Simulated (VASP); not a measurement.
Here is a VASP 6.6.1 calculation.

The input POSCAR:

```
Au
1.0
   -1.6572690000      1.6572690000      1.6572690000
    1.6572690000     -1.6572690000      1.6572690000
    1.6572690000      1.6572690000     -1.6572690000
Au
1
Direct
    0.0000000000      0.0000000000      0.0000000000
```

The input INCAR.step1:

```
SYSTEM = Au
ALGO = Normal ; EDIFF = 1E-4
ENCUT = 600 ; GGA = PE
ISMEAR = 0 ; LASPH = .True.
LCHARG = .False. ; LREAL = .False.
LWAVE = .True. ; NELM = 100
PREC = Accurate ; SIGMA = 0.1
```

Contents of INCAR.step2:

```
SYSTEM = Au
ALGO = Normal ; EDIFF = 1E-7
EDIFFG = -0.04 ; ENCUT = 600
IBRION = 2 ; ISIF = 3
ISMEAR = 0 ; ISTART = 1
LASPH = .True. ; LCHARG = .False.
LMIXTAU = .True. ; LREAL = .False.
LWAVE = .False. ; METAGGA = R2SCAN
NELM = 100 ; NSW = 90
PREC = Accurate ; SIGMA = 0.1
```

The input KPOINTS:

```
k-points
0
Gamma
  8 8 8
  0 0 0
```

Potentials or basis: VASP PAW PBE potentials, release 64 (Au).

The run is started by

```sh
$ cat potpaw_PBE.64/Au/POTCAR > POTCAR
$ cp INCAR.step1 INCAR
$ mpirun -np 1 vasp_std > vasp.out
$ cp INCAR.step2 INCAR
$ mpirun -np 1 vasp_std > vasp.out
```

**Question.** What does it give for the relaxed volume?

**Answer.** 17.64 Å³/atom.

**Question.** Predict the band gap on the k mesh.

**Answer.** Zero (an odd number of electrons rules out a gap without spin polarisation).

**Question.** What does it give for the space group after relaxing (to 0.1 Å)?

**Answer.** Im-3m (No. 229).

The path:
| step | energy change (eV) | largest force (eV/Å) | pressure (GPa) | volume (Å³) |
| --- | --- | --- | --- | --- |
| 1 | 0.0000 | 0.0000 | -4.33 | 18.21 |
| 2 | 0.0059 | 0.0000 | 6.74 | 16.94 |
| 3 | -0.0081 | 0.0000 | -0.02 | 17.64 |

Caveat: the PAW data sets were made with another functional, which shifts forces and pressure a little; spin-orbit coupling is left out, which moves the levels of the heavy elements.
